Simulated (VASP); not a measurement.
Runs of VASP 6.6.1 on Sr. The structure is tetragonal, space group I4_1/amd (No. 141). The conventional cell has a = 7.413 Å, b = 7.413 Å, c = 4.042 Å, α = 90.00°, β = 90.00°, γ = 90.00°. Sr (site symmetry -4m2) has 10 Sr at 3.84 to 4.79 Å within 5.0 Å. 

```csv
level,k mesh,gap on the mesh (eV),pressure (GPa)
revPBE,2 × 2 × 2,none,0.6
PBE,4 × 4 × 4,none,0.5
PBE,"4 × 4 × 4, shifted",none,(a)
PBEsol+D4,2 × 3 × 2,none,-0.5
```

Alike in all rows: task single point; potentials or basis VASP PAW PBE potentials, release 64 (Sr_sv); no spin polarisation; cell as given; cutoff (eV) 500; smearing gaussian 0.1 eV.

Problem. Estimate the missing entries.

Solution. (a) 0.2.

Caveats: all runs use coarse meshes; the PAW data sets were made with another functional, which shifts forces and pressure a little (at least some runs).

A k mesh can miss the band edges, and the runs leave out spin-orbit coupling on Sr.

A gap of «none» marks levels without a gap at the run's occupations.
